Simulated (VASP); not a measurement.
Runs of VASP 6.6.1 on H8SO6. The cells are those of the table. 

```csv
cell,gap on the mesh (eV),pressure (GPa),largest force (eV/Å)
"a = 6.465, b = 5.467, c = 5.814 Å, 15 atoms",2.49,-2.3,(b)
"a = 5.589 Å, 15 atoms",2.57,-0.4,(a)
"a = 6.949, b = 5.645, c = 6.039 Å, 15 atoms",3.21,-1.6,4.00
"a = 5.941, b = 5.489, c = 5.568 Å, 15 atoms",2.32,(c),4.26
```

Alike in all rows: task single point; level PBE+D3(BJ); potentials or basis VASP PAW PBE potentials, release 64 (O, H, S); no spin polarisation; k mesh 1 × 1 × 1; cutoff (eV) 520; smearing fermi-dirac 0.02 eV.

Task: Estimate the missing entries.

Result: (a) 4.66; (b) 4.02; (c) -1.4.

Caveats: all runs use coarse meshes.

A k mesh can miss the band edges.
